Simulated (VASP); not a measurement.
BeCd2Se3:

```
Be Cd Se
1.0
     6.74881    0.00000    0.00000
    -3.37440    5.84464    0.00000
     0.00000    0.00000    4.07410
Be Cd Se
1 2 3
Direct
  0.00000 0.00000 0.00000
  0.33333 0.66667 0.00000
  0.66667 0.33333 0.00000
  0.50000 0.00000 0.50000
  0.50000 0.50000 0.50000
  0.00000 0.50000 0.50000
```

* Program: VASP 6.6.1
* Task: relaxation of cell and atoms
* Functional: PBE
* Potentials or basis: VASP PAW PBE potentials, release 64 (Be, Cd, Se)
* Cutoff: 600 eV
* k mesh: 6 × 6 × 10
* Occupations: gaussian, width 0.1 eV
* Spin: no spin polarisation

At the start: pressure 0.5 GPa; volume 26.78 Å³/atom.

Question: How do energy, volume and symmetry change on relaxing?

Answer: Over 5 steps the energy falls by 3.6 meV/atom and the volume is 27.40 Å³/atom (+2.3 %); space group P6/mmm (No. 191, to 0.05 Å).

Step by step:
| step | energy change (eV) | largest force (eV/Å) | pressure (GPa) | volume (Å³) |
| --- | --- | --- | --- | --- |
| 1 | 0.0000 | 0.0000 | 0.45 | 160.70 |
| 2 | -0.0104 | 0.0000 | 0.11 | 162.47 |
| 3 | -0.0158 | 0.0000 | -0.62 | 166.50 |
| 4 | -0.0168 | 0.0000 | -0.43 | 165.34 |
| 5 | -0.0217 | 0.0000 | -0.02 | 164.41 |

Final structure:
```cif
data_structure
_symmetry_space_group_name_H-M 'P 1'
_symmetry_Int_Tables_number 1
_cell_length_a 6.8937
_cell_length_b 6.8937
_cell_length_c 3.9947
_cell_angle_alpha 90.000
_cell_angle_beta 90.000
_cell_angle_gamma 120.000
_cell_volume 164.41
loop_
_atom_site_label
_atom_site_type_symbol
_atom_site_fract_x
_atom_site_fract_y
_atom_site_fract_z
_atom_site_occupancy
Be1 Be 0.00000 0.00000 0.00000 1
Cd1 Cd 0.33333 0.66667 0.00000 1
Cd2 Cd 0.66667 0.33333 0.00000 1
Se1 Se 0.50000 0.00000 0.50000 1
Se2 Se 0.50000 0.50000 0.50000 1
Se3 Se 0.00000 0.50000 0.50000 1
```
